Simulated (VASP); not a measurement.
# Mg3ZnS4 (P1) in VASP: relaxation of cell and atoms with PBEsol

Aim: the relaxation of cell and atoms of Mg3ZnS4 with PBEsol.

Everything below comes from runs of VASP 6.6.1. Logs are shortened: lines on timing, memory, paths and dates and some standing lists are left out, and cuts for length are marked.

## (1) The cell of the first run

The typed cell holds 8 atoms: a = 6.824 Å, b = 6.855 Å, c = 6.793 Å, α = 131.37°, β = 131.05°, γ = 71.66°.

## (2) Relaxation of cell and atoms, PBEsol

INCAR reads:

```
PREC = Accurate ; ENCUT = 600
EDIFF = 1E-6 ; ISMEAR = -1
SIGMA = 0.05 ; LREAL = F
LASPH = T ; NELM = 100
ALGO = Normal ; ISIF = 3
LWAVE = F ; LCHARG = F
GGA = PS ; IBRION = 2
NSW = 100 ; EDIFFG = -0.01
```

KPOINTS reads:

```
Automatic mesh
0
Gamma
  4 4 4
```

POSCAR reads:

```
Mg3ZnS4
1.0
   -2.8035303576      2.8392773412      5.5354213337
    2.8473606360     -2.8336179060      5.5545497918
    2.7721752234      2.8022627717     -5.5325852353
Mg Zn S
3 1 4
Direct
    0.5275348256      0.5230161503      0.0435962620
    0.7721546973      0.2565659470      0.4934416186
    0.3006387821      0.7934936959      0.5636290658
    0.0203860078     -0.0018135569      0.0230011475
    0.6358672681      0.1722460214      0.0611011526
    0.1047483395      0.6219258569     -0.0337491678
    0.3537740777      0.3445362472      0.4806629873
    0.8945071169      0.8859744201      0.5090484682
```

Potentials or basis: VASP PAW PBE potentials, release 64 (Mg, Zn, S).

The run is started by

```sh
cat potpaw_PBE.64/Mg/POTCAR potpaw_PBE.64/Zn/POTCAR potpaw_PBE.64/S/POTCAR > POTCAR
mpirun -np 1 vasp_std > vasp.out
```

OUTCAR:

```text
PREC = Accurate
   ENCUT = 600
   EDIFF = 1E-6
   ISMEAR = -1
   LREAL = F
   LASPH = T
   NELM = 100
   ISIF = 3
   GGA = PS
   IBRION = 2
   NSW = 100
   EDIFFG = -0.01

 ion  position               nearest neighbor table
   1  0.528  0.523  0.044-   5 2.34   8 2.36   7 2.51   6 2.51
   2  0.772  0.257  0.493-   5 2.08   6 2.26   8 2.46   7 2.68
   3  0.301  0.793  0.564-   5 2.32   8 2.46   7 2.68   6 2.68
   4  0.020  0.998  0.023-   7 2.20   6 2.27   8 2.54   5 2.62
   5  0.636  0.172  0.061-   2 2.08   3 2.32   1 2.34   4 2.62
   6  0.105  0.622  0.966-   2 2.26   4 2.27   1 2.51   3 2.68
   7  0.354  0.345  0.481-   4 2.20   1 2.51   2 2.68   3 2.68
   8  0.895  0.886  0.509-   1 2.36   2 2.46   3 2.46   4 2.54

  LATTYP: Found a triclinic cell.
 ALAT       =     5.6196662589
 B/A-ratio  =     1.8662918886
 C/A-ratio  =     1.2088205400
 COS(alpha) =     0.0041719683
 COS(beta)  =     0.4025885080
 COS(gamma) =     0.8048923442

  Lattice vectors:

 A1 = (  -5.6195358594,   0.0313551343,  -0.0219645565)
 A2 = (  -8.4355413612,  -2.7765670726,  -5.5793504467)
 A3 = (  -2.7721752234,  -2.8022627717,   5.5325852353)

Analysis of symmetry for initial positions (statically):
=====================================================================
 Subroutine PRICEL returns:
 Original cell was already a primitive cell.

 Routine SETGRP: Setting up the symmetry group for a
 triclinic supercell.

 Subroutine GETGRP returns: Found  1 space group operations
 (whereof  1 operations were pure point group operations)
 out of a pool of  2 trial point group operations.

The static configuration has the point symmetry C_1 .

Analysis of symmetry for dynamics (positions and initial velocities):
=====================================================================
 Subroutine PRICEL returns:
 Original cell was already a primitive cell.

 Routine SETGRP: Setting up the symmetry group for a
 triclinic supercell.

 Subroutine GETGRP returns: Found  1 space group operations
 (whereof  1 operations were pure point group operations)
 out of a pool of  2 trial point group operations.

The dynamic configuration has the point symmetry C_1 .

 Subroutine INISYM returns: Found  1 space group operations
 (whereof  1 operations are pure point group operations),
 and found     1 'primitive' translations

----------------------------------------------------------------------------------------

                                     Primitive cell

  volume of cell :     175.7836

  direct lattice vectors                    reciprocal lattice vectors
    -2.803530358  2.839277341  5.535421334     0.000636718  0.177214816  0.090078608
     2.847360636 -2.833617906  5.554549792     0.177606197  0.000942140  0.089469136
     2.772175223  2.802262772 -5.532585235     0.178948344  0.178251540 -0.000798213

  length of vectors
     6.823647678  6.854916223  6.793168002     0.198795503  0.198870750  0.252580202

  position of ions in fractional coordinates (direct lattice)
     0.527534826  0.523016150  0.043596262
     0.772154697  0.256565947  0.493441619
     0.300638782  0.793493696  0.563629066
     0.020386008  0.998186443  0.023001147
     0.635867268  0.172246021  0.061101153
     0.104748339  0.621925857  0.966250832
     0.353774078  0.344536247  0.480662987
     0.894507117  0.885974420  0.509048468

  ion indices of the primitive-cell ions
   primitive index   ion index
                 1           1
                 2           2
                 3           3
                 4           4
                 5           5
                 6           6
                 7           7
                 8           8

----------------------------------------------------------------------------------------

 KPOINTS: Automatic mesh

Automatic generation of k-mesh.
 Grid dimensions read from file:
 generate k-points for:    4    4    4

 Generating k-lattice:

  Cartesian coordinates                     Fractional coordinates (reciprocal lattice)
     0.000159179  0.044303704  0.022519652     0.250000000  0.000000000  0.000000000
     0.044401549  0.000235535  0.022367284     0.000000000  0.250000000  0.000000000
     0.044737086  0.044562885 -0.000199553    -0.000000000  0.000000000  0.250000000

  Length of vectors
     0.049698876  0.049717687  0.063145050

  Shift w.r.t. Gamma in fractional coordinates (k-lattice)
     0.000000000  0.000000000  0.000000000

 Subroutine IBZKPT returns following result:
 ===========================================

 Found     36 irreducible k-points:

 Following reciprocal coordinates:
            Coordinates               Weight
  0.000000  0.000000  0.000000      1.000000
  0.250000  0.000000  0.000000      2.000000
  0.500000  0.000000  0.000000      1.000000
  0.000000  0.250000  0.000000      2.000000
  0.250000  0.250000  0.000000      2.000000
  0.500000  0.250000  0.000000      2.000000
[... 16 lines left out ...]
  0.000000 -0.250000  0.250000      2.000000
  0.250000 -0.250000  0.250000      2.000000
 [... further k-points ...]
   k-points           NKPTS =     36   k-points in BZ     NKDIM =     36   number of bands    NBANDS=     26
   number of dos      NEDOS =    301   number of ions     NIONS =      8
   total plane-waves  NPLWV = 169344
   dimension x,y,z NGX =    56 NGY =   56 NGZ =   54
   dimension x,y,z NGXF=   112 NGYF=  112 NGZF=  108
   ions per type =               3   1   4
   NGX,Y,Z   is equivalent  to a cutoff of  13.64, 13.58, 13.22 a.u.
   NGXF,Y,Z  is equivalent  to a cutoff of  27.29, 27.16, 26.43 a.u.
 SYSTEM =  unknown system
   PREC   = accura    normal or accurate (medium, high low for compatibility)
   ISTART =      0    job   : 0-new  1-cont  2-samecut
   ICHARG =      2    charge: 1-file 2-atom 10-const
   ISPIN  =      1    spin polarized calculation?
   LNONCOLLINEAR =      F non collinear calculations
   LSORBIT =      F    spin-orbit coupling
   LASPH  =      T    aspherical Exc in radial PAW
   ENCUT  =  600.0 eV  44.10 Ry    6.64 a.u.  13.63 13.69 13.57*2*pi/ulx,y,z
   NELM   =    100;   NELMIN=  2; NELMDL= -5     # of ELM steps
   EDIFF  = 0.1E-05   stopping-criterion for ELM
   LREAL  =      F    real-space projection
   EDIFFG = -.1E-01   stopping-criterion for IOM
   NSW    =    100    number of steps for IOM
   IBRION =      2    ionic relax: 0-MD 1-quasi-New 2-CG
   NFREE  =      1    steps in history (QN), initial steepest desc. (CG)
   ISIF   =      3    stress and relaxation
   ISYM   =      2    0-nonsym 1-usesym 2-fastsym
   POTIM  = 0.5000    time-step for ionic-motion
   TEBEG  =    0.0;   TEEND  =   0.0 temperature during run
   PSTRESS=    0.0 pullay stress
   NELECT =      42.0000    total number of electrons
   NUPDOWN=      -1.0000    fix difference up-down
   EMIN   =  10.00;   EMAX   =-10.00  energy-range for DOS
   EFERMI =   0.00;   METHOD = LEGACY
   ISMEAR =    -1;   SIGMA  =   0.05  broadening in eV -4-tet -1-fermi 0-gaus
   EFERMI_NEDOS =   21; number of points for ismear=-14 and -15
   IALGO  =     38    algorithm
   IMIX   =      4    mixing-type and parameters
     AMIX     =   0.40;   BMIX     =  1.00
     AMIX_MAG =   1.60;   BMIX_MAG =  1.00
  volume/ion in A,a.u.               =      21.97       148.28
  Fermi-wavevector in a.u.,A,eV,Ry     =   1.015855  1.919688 14.040695  1.031962
  Thomas-Fermi vector in A             =   2.149165
   LORBIT       =      0    0 simple, 1 ext, 2 COOP (PROOUT), +10 PAW based schemes
   GGA     = PS    functional components
   LHFCALC =     F    Hartree Fock is set to
   AEXX    =    0.0000 exact exchange contribution
   IVDW    =     0    specifies the selected vdW correction
   LEPSILON=     F    determine dielectric tensor
   LRPA    =     F    only Hartree local field effects (RPA)
 conjugate gradient relaxation of ions
 non-spin polarized calculation
  energy-cutoff  :      600.00
  volume of cell :      175.78
 maximum number of plane-waves:      5880
 NGX is ok and might be reduce to    56
   NGX = 27   NGY = 27   NGZ = 27

--------------------------------------- Ionic step        1  -------------------------------------------

 number of electron      41.9999998 magnetization

 Free energy of the ion-electron system (eV)
  ---------------------------------------------------
  ext. energy  EPLUGINS =         0.00000000
  ---------------------------------------------------
  free energy    TOTEN  =       -32.80590850 eV

  energy without entropy =      -32.80590850  energy(sigma->0) =      -32.80590850

------------------------ aborting loop because EDIFF is reached ----------------------------------------

  FORCE on cell =-STRESS in cart. coord.  units (eV):
  Direction    XX          YY          ZZ          XY          YZ          ZX
  --------------------------------------------------------------------------------------
  -------------------------------------------------------------------------------------
  Total        1.8418533      2.7966856      2.2714906      4.6240166     -1.1060690      1.4794399
  in kB       16.7875524     25.4903606     20.7034766     42.1455491    -10.0812537     13.4843386
  external PRESSURE =      20.9937965 kB  Pullay stress =       0.0000000 kB
[... 107 lines left out ...]
  FREE ENERGIE OF THE ION-ELECTRON SYSTEM (eV)
  ---------------------------------------------------
  free  energy   TOTEN  =       -33.7990545955 eV

  energy  without entropy=      -33.7990545954  energy(sigma->0) =      -33.79905460

[... ionic steps 4 to 19 ...]

--------------------------------------- Ionic step       20  -------------------------------------------

 number of electron      42.0000004 magnetization

------------------------ aborting loop because EDIFF is reached ----------------------------------------

  FORCE on cell =-STRESS in cart. coord.  units (eV):
  Direction    XX          YY          ZZ          XY          YZ          ZX
  --------------------------------------------------------------------------------------
  -------------------------------------------------------------------------------------
  Total       -0.0186358     -0.0101511     -0.0257602     -0.0138730     -0.0049216      0.0310367
  in kB       -0.1720055     -0.0936932     -0.2377618     -0.1280455     -0.0454254      0.2864631
  external PRESSURE =      -0.1678202 kB  Pullay stress =       0.0000000 kB
[... 69 lines left out ...]
  energy  without entropy=      -34.2723759855  energy(sigma->0) =      -34.27237599

--------------------------------------- Ionic step       22  -------------------------------------------

 number of electron      42.0000004 magnetization

 Free energy of the ion-electron system (eV)
  ---------------------------------------------------
  ext. energy  EPLUGINS =         0.00000000
  ---------------------------------------------------
  free energy    TOTEN  =       -34.27243060 eV

  energy without entropy =      -34.27243060  energy(sigma->0) =      -34.27243060

 E-fermi :   2.4429     XC(G=0):  -8.9123

 val. band max:        1.3526070490   @ k =   0.0000   0.0000   0.0000
 cond. band min:       4.3218499499   @ k =   0.0000   0.0000   0.0000
 fundamental gap:      2.9692429009
 Fermi energy:         2.4428871422

 k-point     1 :       0.0000    0.0000    0.0000
  band No.  band energies     occupation
      1     -10.4586      2.00000
      2      -9.4223      2.00000
      3      -9.4146      2.00000
      4      -9.4136      2.00000
      5      -3.9979      2.00000
      6      -3.9790      2.00000
[... 685 lines left out ...]
     25       7.3497      0.00000
     26       7.6002      0.00000

 [... further k-points ...]
[... 5 lines left out ...]
  --------------------------------------------------------------------------------------
  -------------------------------------------------------------------------------------
  Total        0.0228880      0.0294480      0.0168764     -0.0034929      0.0088187     -0.0064142
  in kB        0.2113563      0.2719333      0.1558428     -0.0322545      0.0814350     -0.0592313
  external PRESSURE =       0.2130441 kB  Pullay stress =       0.0000000 kB
[... 23 lines left out ...]
  FREE ENERGIE OF THE ION-ELECTRON SYSTEM (eV)
  ---------------------------------------------------
  free  energy   TOTEN  =       -34.2724306034 eV

  energy  without entropy=      -34.2724306033  energy(sigma->0) =      -34.27243060

 reached required accuracy - stopping structural energy minimisation
```

Run time: 58 min. Hardware: 1 thread of Intel Xeon Platinum 8488C (Sapphire Rapids), shared host; peak memory 0.6 GiB.

What came out:

* Free energy: -34.2724 eV
* Relaxed volume: 21.69 Å³/atom
* Relaxed cell: a = 6.825 Å, b = 6.828 Å, c = 6.826 Å, α = 131.74°, β = 131.74°, γ = 70.63°
* Space group after relaxing (to 0.1 Å): I-42m (No. 121)
* Energy gained by relaxing: 183.3 meV/atom
* Ionic steps: 22
* Pressure after relaxing: 0.0 GPa
* Largest force after relaxing: 0.009 eV/Å
* Band gap on the k mesh: 2.97 eV

Forces on the atoms (eV/Å):
```
Mg   0.001  0.005  0.003
Mg   0.003 -0.008  0.000
Mg  -0.002 -0.001 -0.002
Zn  -0.008 -0.001  0.001
S    0.001  0.005  0.004
S   -0.005  0.003 -0.002
S    0.007 -0.002 -0.003
S    0.003 -0.001  0.000
```

Step by step:
| step | energy change (eV) | largest force (eV/Å) | pressure (GPa) | volume (Å³) |
| --- | --- | --- | --- | --- |
| 1 | 0.0000 | 4.0492 | 2.10 | 175.78 |
| 2 | -0.9929 | 1.2176 | -2.58 | 183.05 |
| 3 | -0.9931 | 1.2121 | -2.50 | 182.79 |
| 4 | -1.3131 | 0.5831 | -0.49 | 174.86 |
| 5 | -1.3552 | 0.4896 | 0.87 | 171.04 |
| 6 | -1.4216 | 0.2919 | 0.30 | 172.53 |
| 7 | -1.4240 | 0.3250 | 0.19 | 172.89 |
| 8 | -1.4444 | 0.2249 | -0.18 | 173.96 |
| 9 | -1.4471 | 0.2288 | -0.39 | 174.54 |
| 10 | -1.4567 | 0.1365 | 0.05 | 173.37 |
| 11 | -1.4579 | 0.1448 | 0.25 | 172.81 |
| 12 | -1.4626 | 0.0879 | 0.04 | 173.42 |
| 13 | -1.4629 | 0.0816 | -0.02 | 173.60 |
| 14 | -1.4648 | 0.0374 | -0.07 | 173.74 |
| 15 | -1.4649 | 0.0487 | -0.10 | 173.79 |
| 16 | -1.4657 | 0.0357 | 0.06 | 173.34 |
| 17 | -1.4658 | 0.0367 | 0.12 | 173.22 |
| 18 | -1.4663 | 0.0333 | 0.00 | 173.55 |
| 19 | -1.4663 | 0.0340 | -0.01 | 173.57 |
| 20 | -1.4665 | 0.0152 | -0.02 | 173.59 |
| 21 | -1.4665 | 0.0146 | -0.02 | 173.59 |
| 22 | -1.4665 | 0.0085 | 0.02 | 173.50 |

Final structure:
```
Mg Zn S
1.0
    -2.79002    2.78889    5.56909
     2.79196   -2.79137    5.57137
     2.78961    2.79164   -5.56917
Mg Zn S
3 1 4
Direct
  0.51311 0.51198 0.01710
  0.76456 0.26164 0.51802
  0.26398 0.76176 0.51768
  0.01343 0.01260 0.01788
  0.65025 0.13221 0.01756
  0.13342 0.64950 0.01779
  0.37713 0.37475 0.50040
  0.89375 0.89151 0.53431
```

Caveat: the PAW data sets were made with another functional, which shifts forces and pressure a little.
